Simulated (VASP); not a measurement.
# MoSe (Fm-3m) in VASP: notebook, part 2 of 2

VASP 6.6.1.

## Step 4: Single point, PBE+U, collinear spin

This run uses another cell than the first one: it holds 4 atoms, not 2.

The input, INCAR:

```
SYSTEM = MoSe
ALGO = Normal
EDIFF = 1E-6
ENCUT = 500
GGA = PE
GGA_COMPAT = .FALSE.
ISIF = 2
ISMEAR = 0
ISPIN = 2
LASPH = .TRUE.
LCHARG = .TRUE.
LDAU = .TRUE.
LDAUJ = 0 0
LDAUL = 2 -1
LDAUPRINT = 1
LDAUTYPE = 2
LDAUU = 4.38 0
LELF = .TRUE.
LMAXMIX = 4
LORBIT = 11
LREAL = .FALSE.
LVHAR = .TRUE.
LWAVE = .FALSE.
MAGMOM = 2 -2 0 0
NBANDS = 32
NELM = 200
PREC = Accurate
SIGMA = 0.1
```

The input, KPOINTS:

```
k-points
0
G
  12 12 6
  0 0 0
```

The input, POSCAR:

```
MoSe
1.0
    0.0000000000      2.9563724150      2.9563724150
    5.9127448300      2.9563724150      2.9563724150
    5.9127448300      5.9127448300      0.0000000000
Mo Se
2 2
Direct
    0.0000000000      0.0000000000      1.0000000000
    0.0000000000      0.0000000000      0.5000000000
    0.5000000000      0.5000000000      0.0000000000
    0.5000000000      0.5000000000      0.5000000000
```

Potentials or basis: VASP PAW PBE potentials, release 64 (Mo_sv, Se).

Run with:

```console
> cat potpaw_PBE.64/Mo_sv/POTCAR potpaw_PBE.64/Se/POTCAR > POTCAR
> mpirun -np 1 vasp_std > vasp.out
```

OUTCAR:

```text
SYSTEM = MoSe
   EDIFF = 1E-6
   ENCUT = 500
   GGA = PE
   ISIF = 2
   ISMEAR = 0
   ISPIN = 2
   LASPH = .TRUE.
   LORBIT = 11
   LREAL = .FALSE.
   NELM = 200
   PREC = Accurate

 ion  position               nearest neighbor table
   1  0.000  0.000  0.000-   4 2.96   3 2.96   4 2.96   3 2.96   4 2.96   4 2.96
   2  0.000  0.000  0.500-   3 2.96   3 2.96   4 2.96   4 2.96   3 2.96   3 2.96
   3  0.500  0.500  0.000-   2 2.96   1 2.96   2 2.96   1 2.96   2 2.96   2 2.96
   4  0.500  0.500  0.500-   1 2.96   1 2.96   2 2.96   2 2.96   1 2.96   1 2.96

  LATTYP: Found a simple tetragonal cell.
 ALAT       =     4.1809419647
 C/A-ratio  =     1.4142135624

  Lattice vectors:

 A1 = (   0.0000000000,  -2.9563724150,   2.9563724150)
 A2 = (   0.0000000000,  -2.9563724150,  -2.9563724150)
 A3 = (   5.9127448300,   0.0000000000,   0.0000000000)

Analysis of symmetry for initial positions (statically):
=====================================================================
 Subroutine PRICEL returns following result:

  LATTYP: Found a face centered cubic cell.
 ALAT       =     5.9127448300
[... 12 lines left out ...]
 Subroutine GETGRP returns: Found 16 space group operations
 (whereof 16 operations were pure point group operations)
 out of a pool of 16 trial point group operations.

The static configuration has the point symmetry D_4h.

Analysis of symmetry for dynamics (positions and initial velocities):
=====================================================================
 Subroutine PRICEL returns following result:

  LATTYP: Found a face centered cubic cell.
 ALAT       =     5.9127448300
[... 12 lines left out ...]
 Subroutine GETGRP returns: Found 16 space group operations
 (whereof 16 operations were pure point group operations)
 out of a pool of 16 trial point group operations.

The dynamic configuration has the point symmetry D_4h.

Analysis of structural, dynamic, and magnetic symmetry:
[... 231 lines left out ...]
 number of electron      40.0000000 magnetization      -0.0000000

 Free energy of the ion-electron system (eV)
  ---------------------------------------------------
  ext. energy  EPLUGINS =         0.00000000
  ---------------------------------------------------
  free energy    TOTEN  =       -20.61080094 eV

  energy without entropy =      -20.60725447  energy(sigma->0) =      -20.60902770

 E-fermi :   5.1276     XC(G=0):  -9.7518

 val. band max:        5.0534945426   @ k =  -0.2500   0.0833   0.0000
 cond. band min:       5.1346942518   @ k =   0.4167  -0.2500   0.1667
 fundamental gap:      0.0811997092
 Fermi energy:         5.1276433238

 spin component 1

 k-point     1 :       0.0000    0.0000    0.0000
  band No.  band energies     occupation
      1     -56.6144      1.00000
      2     -54.2965      1.00000
      3     -30.8246      1.00000
      4     -30.8246      1.00000
      5     -30.8216      1.00000
      6     -28.2428      1.00000
[... 1673 lines left out ...]
     31      12.0869      0.00000
     32      12.3414      0.00000

 [... further k-points ...]

------------------------ aborting loop because EDIFF is reached ----------------------------------------

  FORCE on cell =-STRESS in cart. coord.  units (eV):
  Direction    XX          YY          ZZ          XY          YZ          ZX
  --------------------------------------------------------------------------------------
  -------------------------------------------------------------------------------------
  Total       -4.7783039     -4.6069667     -4.6069667     -0.0000000      0.0000000      0.0000000
  in kB      -74.0707834    -71.4148030    -71.4148030     -0.0000000      0.0000000      0.0000000
  external PRESSURE =     -72.3001298 kB  Pullay stress =       0.0000000 kB

 VOLUME and BASIS-vectors are now :
 -----------------------------------------------------------------------------
  energy-cutoff  :      500.00
  volume of cell :      103.36
      direct lattice vectors                 reciprocal lattice vectors
     0.000000000  2.956372415  2.956372415    -0.169126189  0.169126189  0.169126189
     5.912744830  2.956372415  2.956372415     0.169126189 -0.169126189  0.169126189
     5.912744830  5.912744830  0.000000000     0.000000000  0.169126189 -0.169126189

 POSITION                                       TOTAL-FORCE (eV/Angst)
 -----------------------------------------------------------------------------------
      0.00000      0.00000      0.00000        -0.000000      0.000000      0.000000
      2.95637      2.95637      0.00000        -0.000000      0.000000     -0.000000
      2.95637      2.95637      2.95637        -0.000000     -0.000000     -0.000000
      5.91274      5.91274      2.95637         0.000000     -0.000000      0.000000
 -----------------------------------------------------------------------------------
    total drift:                               -0.000000      0.000000      0.000000

  FREE ENERGIE OF THE ION-ELECTRON SYSTEM (eV)
  ---------------------------------------------------
  free  energy   TOTEN  =       -20.6108009381 eV

  energy  without entropy=      -20.6072544669  energy(sigma->0) =      -20.60902770

 total charge

# of ion       s       p       d       tot
------------------------------------------
    1        2.174   6.028   3.874  12.076
    2        2.174   6.028   3.874  12.076
    3        1.452   2.323   0.026   3.800
    4        1.452   2.323   0.026   3.800
--------------------------------------------------
tot          7.251  16.702   7.799  31.752

 magnetization (x)

# of ion       s       p       d       tot
------------------------------------------
    1        0.055   0.025   3.531   3.611
    2       -0.055  -0.025  -3.531  -3.611
    3       -0.004   0.062  -0.006   0.052
    4        0.004  -0.062   0.006  -0.052
--------------------------------------------------
tot          0.000   0.000   0.000   0.000
```

OSZICAR:

```text
N       E                     dE             d eps       ncg     rms          rms(c)
DAV:   1     0.307845030629E+03    0.30785E+03   -0.20616E+04 14208   0.112E+03
DAV:   2    -0.362851803442E+01   -0.31147E+03   -0.29941E+03 15288   0.311E+02
DAV:   3    -0.164268783731E+02   -0.12798E+02   -0.12432E+02 15928   0.547E+01
DAV:   4    -0.165946860134E+02   -0.16781E+00   -0.16754E+00 13904   0.633E+00
DAV:   5    -0.165965907291E+02   -0.19047E-02   -0.19037E-02 15896   0.615E-01    0.978E+00
DAV:   6    -0.201507437694E+02   -0.35542E+01   -0.24390E+01 13440   0.156E+01    0.870E+00
DAV:   7    -0.204505522675E+02   -0.29981E+00   -0.59009E-01 14824   0.408E+00    0.383E+00
DAV:   8    -0.205735658720E+02   -0.12301E+00   -0.25413E-01 16048   0.275E+00    0.170E+00
DAV:   9    -0.206072781418E+02   -0.33712E-01   -0.55646E-02 15400   0.121E+00    0.740E-01
DAV:  10    -0.206090737132E+02   -0.17956E-02   -0.66070E-03 15328   0.443E-01    0.318E-01
DAV:  11    -0.206107061856E+02   -0.16325E-02   -0.31941E-03 15832   0.250E-01    0.896E-02
DAV:  12    -0.206107321270E+02   -0.25941E-04   -0.22050E-04 14816   0.882E-02    0.474E-02
DAV:  13    -0.206107834541E+02   -0.51327E-04   -0.73944E-05 14744   0.403E-02    0.243E-02
DAV:  14    -0.206107973279E+02   -0.13874E-04   -0.97357E-06 13448   0.174E-02    0.115E-02
DAV:  15    -0.206108002376E+02   -0.29097E-05   -0.46537E-06 12688   0.109E-02    0.500E-03
DAV:  16    -0.206108009381E+02   -0.70047E-06   -0.10096E-06 11856   0.576E-03
   1 F= -.20610801E+02 E0= -.20609028E+02  d E =-.354647E-02  mag=     0.0000
```

Run time: 8.7 min. Hardware: 1 thread of AMD EPYC 9R45 (Zen 5), shared host; peak memory 0.66 GiB.

What came out:

| Property | Result |
| --- | --- |
| Free energy | -20.6108 eV |
| Pressure | -7.2 GPa |
| Band gap on the k mesh | zero (filled and empty bands overlap) |
| Net moment | 0.00 μB per cell |
| Site moments | Mo +3.61, -3.61; Se +0.05, -0.05 μB |
| Valence electrons inside the program's atomic spheres | Mo 12.08; Se 3.80 |

Eigenvalues of the final occupation matrices:
| site | spin | trace | eigenvalues |
| --- | --- | --- | --- |
| site 1 d | 1 | 3.73 | 0.58 0.60 0.85 0.85 0.86 |
| site 1 d | 2 | 0.17 | 0.01 0.01 0.01 0.07 0.07 |
| site 2 d | 1 | 0.17 | 0.01 0.01 0.01 0.07 0.07 |
| site 2 d | 2 | 3.73 | 0.58 0.60 0.85 0.85 0.86 |

Caveat: the cell stands under tension.

## Step 5: The runs side by side

| task | cell | k mesh | gap on the mesh (eV) | pressure (GPa) | moment (μB) |
| --- | --- | --- | --- | --- | --- |
| single point | a = 4.042 Å, angles 60.0°, 2 atoms, atomic positions A | 6 × 6 × 6 | none | -0.9 | 4.00 |
| relaxation of cell and atoms | relaxed from a = 3.605 Å, angles 60.0°, 2 atoms, atomic positions A | 6 × 6 × 6 | none | -0.1 | 3.99 |
| single point | a = 4.181, b = 7.242, c = 8.362 Å, angles 30.0, 60.0, 54.7°, 4 atoms, atomic positions B | 12 × 12 × 6 | none | -7.2 | 0.00 |

Alike in all rows: level PBE+U; potentials or basis VASP PAW PBE potentials, release 64 (Mo_sv, Se); spin collinear; Mo d U = 4.38 eV; cutoff (eV) 500; smearing gaussian 0.1 eV.

Caveats: the electronic state changed during the relaxation (at least some runs); the cell stands under tension (at least some runs).

Total energies depend on the potentials used, so only differences within one code and one set of settings carry meaning.
